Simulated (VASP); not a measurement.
Here is a VASP 6.6.1 calculation.

Contents of INCAR:

```
SYSTEM = Bi2Te2O
PREC = Accurate
ENCUT = 520
EDIFF = 1E-6
ISMEAR = 0
SIGMA = 0.1
LREAL = .False.
LASPH = .True.
NELM = 100
ALGO = Normal
ISIF = 2
LWAVE = .False.
LCHARG = .False.
GGA = PE
NBANDS = 32
```

File KPOINTS:

```
regular mesh
0
Gamma
  6 6 2
  0 0 0
```

POSCAR

```
Bi2Te2O
1.0
    4.2421763000      0.0000000000      0.0000000000
   -2.1210881500      3.6738324400      0.0000000000
    0.0000000000      0.0000000000      9.2680096200
Bi Te O
2 2 1
Direct
    0.0000000000      0.0000000000      0.1707987400
    0.0000000000      0.0000000000      0.8292012600
    0.3333333300      0.6666666700      0.0000000000
    0.6666666700      0.3333333300      0.0000000000
    0.0000000000      0.0000000000      0.5000000000
```

Potentials or basis: VASP PAW PBE potentials, release 64 (Bi_d, Te, O).

The run is started by

```sh
$ cat potpaw_PBE.64/Bi_d/POTCAR potpaw_PBE.64/Te/POTCAR potpaw_PBE.64/O/POTCAR > POTCAR
$ mpirun -np 1 vasp_std > vasp.out
```

(1) What does it give for the band gap on the k mesh?

(2) What does it give for the pressure?

(3) Estimate the largest force.

Results:

(1) zero (bands 24 and 25 overlap by 0.37 eV).

(2) 40.8 GPa.

(3) 6.736 eV/Å.

Caveat: the cell stands under pressure; spin-orbit coupling is left out, which moves the levels of the heavy elements; this functional lacks dispersion, which binds the layers, so the pressure and a relaxed spacing across them are unreliable; forces of over 1 eV/Å act on the atoms, so gaps and moduli don't describe the material at rest.
